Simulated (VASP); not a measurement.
Runs of VASP 6.6.1 on Zn. The structure is hexagonal, space group P6_3/mmc (No. 194). The conventional cell has a = 2.619 Å, b = 2.619 Å, c = 4.839 Å, α = 90.00°, β = 90.00°, γ = 120.00°. Within 3.5 Å of Zn (site symmetry -6m2) lie 12 Zn at 2.62 to 2.85 Å. 

| k mesh | smearing | gap on the mesh (eV) | pressure (GPa) |
| --- | --- | --- | --- |
| 14 × 14 × 7 | methfessel-paxton 0.6 eV | none | 0.5 |
| 14 × 14 × 7 | methfessel-paxton 0.01 eV | none | 0.5 |
| 14 × 14 × 7 | gaussian 0.2 eV | none | 0.5 |
| 14 × 14 × 7 | gaussian 1 eV | none | (a) |
| 14 × 14 × 7 | methfessel-paxton 0.1 eV | none | 0.5 |
| 14 × 14 × 7 | fermi-dirac 0.6 eV | none | 2.3 |
| 14 × 14 × 7 | gaussian 0.01 eV | none | 0.5 |
| 23 × 23 × 11 | fermi-dirac 0.1 eV | none | 0.5 |
| 14 × 14 × 7 | methfessel-paxton 0.2 eV | none | 0.5 |
| 14 × 14 × 7 | gaussian 0.03 eV | none | 0.5 |
| 20 × 20 × 10 | fermi-dirac 0.1 eV | none | 0.6 |
| 14 × 14 × 7 | gaussian 0.3 eV | none | 0.6 |

Alike in all rows: task single point; level r2SCAN; potentials or basis VASP PAW PBE potentials, release 64 (Zn); no spin polarisation; cell as given; cutoff (eV) 520.

**Question.** Estimate the missing entries.

**Answer.** (a) 1.2.

Caveats: the PAW data sets were made with another functional, which shifts forces and pressure a little; so wide a smearing shifts energies and pressures (at least some runs).

A gap of «none» marks levels without a gap at the run's occupations.
